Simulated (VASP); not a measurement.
Set up this calculation in VASP 6.6.1, as the native input.

- Task: single point
- Functional: LDA
- Potentials or basis: VASP PAW LDA potentials, release 64 (Ga_d, P)
- Cutoff: 520 eV
- k mesh: 12 × 12 × 12
- Occupations: gaussian, width 0.05 eV
- Spin: no spin polarisation
- Dipole correction: no
- Further INCAR settings: ALGO = Normal; EDIFF = 1e-06; NBANDS = 26

The structure of GaP lies in POSCAR:

```
GaP
1.0
    1.8652945685      1.0769283212      6.6880425043
   -1.8652945685      1.0769283212      6.6880425043
    0.0000000000     -2.1538566424      6.6880425043
Ga P
2 2
Direct
    0.4353720000      0.4353720000      0.4353720000
    0.5646280000      0.5646280000      0.5646280000
    0.0573890000      0.0573890000      0.0573890000
    0.9426110000      0.9426110000      0.9426110000
```

This cell differs from its parent crystal: strain -0.040 along x and y, +0.040 along z.

One way to write it, as run:

INCAR

```
PREC     = Accurate       # precision mode
ENCUT    = 520            # plane-wave cutoff, eV
EDIFF    = 1E-6           # SCF threshold, eV
ISMEAR   = 0              # smearing method
SIGMA    = 0.05           # smearing width, eV
LREAL    = F              # projectors in reciprocal space
LASPH    = T              # aspherical terms in the spheres
NELM     = 100            # most SCF steps
ALGO     = Normal         # electronic algorithm
ISIF     = 2              # what is computed and relaxed
LWAVE    = F              # write WAVECAR
LCHARG   = F              # write CHGCAR
NBANDS   = 26             # bands
```

KPOINTS

```
regular mesh
0
Gamma
  12 12 12
```

Potentials or basis: VASP PAW LDA potentials, release 64 (Ga_d, P).

Run with:

```bash
$ cat potpaw_LDA.64/Ga_d/POTCAR potpaw_LDA.64/P/POTCAR > POTCAR
$ mpirun -np 1 vasp_std > vasp.out
```

Results of the run:

The pressure is -1.6 GPa, the largest force is 0.589 eV/Å and the band gap on the k mesh is 0.30 eV (least direct gap 0.59 eV).

Caveat: the cell differs from its parent crystal (strain -0.040 along x and y, +0.040 along z); the stress differs along the axes, from -11 to 3 GPa; semilocal functionals underestimate gaps, and a narrow one can read as zero.

Wall time 10 min on 1 thread of Intel(R) Xeon(R) Platinum 8488C (Sapphire Rapids), with other jobs on the host, peak memory 0.52 GiB.
